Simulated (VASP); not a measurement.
Here is a VASP 6.6.1 calculation.

The input INCAR:

```
SYSTEM = Hf5Pb
PREC = Accurate
ENCUT = 520
EDIFF = 1E-7
ISMEAR = 0
SIGMA = 0.1
LREAL = .FALSE.
LASPH = .TRUE.
NELM = 100
ALGO = Normal
ISIF = 2
LWAVE = .FALSE.
LCHARG = .FALSE.
GGA = PS
NBANDS = 41
```

KPOINTS

```
Automatic mesh
0
G
  7 7 2
  0 0 0
```

File POSCAR:

```
Hf5Pb
1.0
    3.2388856071      0.0000000000      0.0000000000
    0.0000000000      3.2388856071      0.0000000000
    0.0000000000      0.0000000000     13.7198156011
Hf Pb
5 1
Direct
    0.5000000000      0.5000000000      0.3344822800
    0.5000000000      0.5000000000      0.6655177200
    0.0000000000      0.0000000000      0.1759868000
    0.0000000000      0.0000000000      0.8240132000
    0.0000000000      0.0000000000      0.5000000000
    0.5000000000      0.5000000000      0.0000000000
```

Potentials or basis: VASP PAW PBE potentials, release 64 (Hf_pv, Pb_d).

Command:

```console
$ cat potpaw_PBE.64/Hf_pv/POTCAR potpaw_PBE.64/Pb_d/POTCAR > POTCAR
$ mpirun -np 1 vasp_std > vasp.out
```

Problem. Estimate the largest force.

Solution. 0.371 eV/Å.

Problem. Estimate the pressure.

Solution. -7.4 GPa.

Stress tensor (GPa, compression positive):
```
-7.70  0.00  0.00
 0.00 -7.70  0.00
 0.00  0.00 -6.70
```

Caveat: the PAW data sets were made with another functional, which shifts forces and pressure a little.
